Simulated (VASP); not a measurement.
Input of a VASP 6.6.1 run:

Contents of INCAR:

```
PREC     = Accurate       # precision mode
ENCUT    = 520            # plane-wave cutoff, eV
EDIFF    = 1E-8           # SCF threshold, eV
ISMEAR   = 0              # smearing method
SIGMA    = 0.15           # smearing width, eV
LREAL    = False          # projectors in reciprocal space
LASPH    = True           # aspherical terms in the spheres
NELM     = 80             # most SCF steps
ALGO     = Normal         # electronic algorithm
ISIF     = 2              # what is computed and relaxed
LWAVE    = False          # write WAVECAR
LCHARG   = False          # write CHGCAR
GGA      = PS             # functional
IBRION   = 8              # ionic algorithm
NSW      = 1              # ionic steps
```

KPOINTS

```
regular mesh
0
Gamma
  18 18 10
```

POSCAR

```
Ta2N
1.0
    3.0786153869      0.0000000000      0.0000000000
   -1.5393076935      2.6661591336      0.0000000000
    0.0000000000      0.0000000000      4.8232571780
Ta N
2 1
Direct
    0.6666666667      0.3333333333      0.7462554481
    0.3333333333      0.6666666667      0.2537445519
    0.0000000000      0.0000000000      0.0000000000
```

Potentials or basis: VASP PAW PBE potentials, release 64 (Ta_pv, N).

Launch:

```console
$ cat potpaw_PBE.64/Ta_pv/POTCAR potpaw_PBE.64/N/POTCAR > POTCAR
$ mpirun -np 1 vasp_std > vasp.out
```

Task: Estimate the highest phonon frequency at Γ.

Result: 574 cm⁻¹.

Phonon frequencies in cm⁻¹ (negative: imaginary):
| q point | frequencies |
| --- | --- |
| (0.000, 0.000, 0.000) | 0 0 0 106 106 193 541 541 574 |
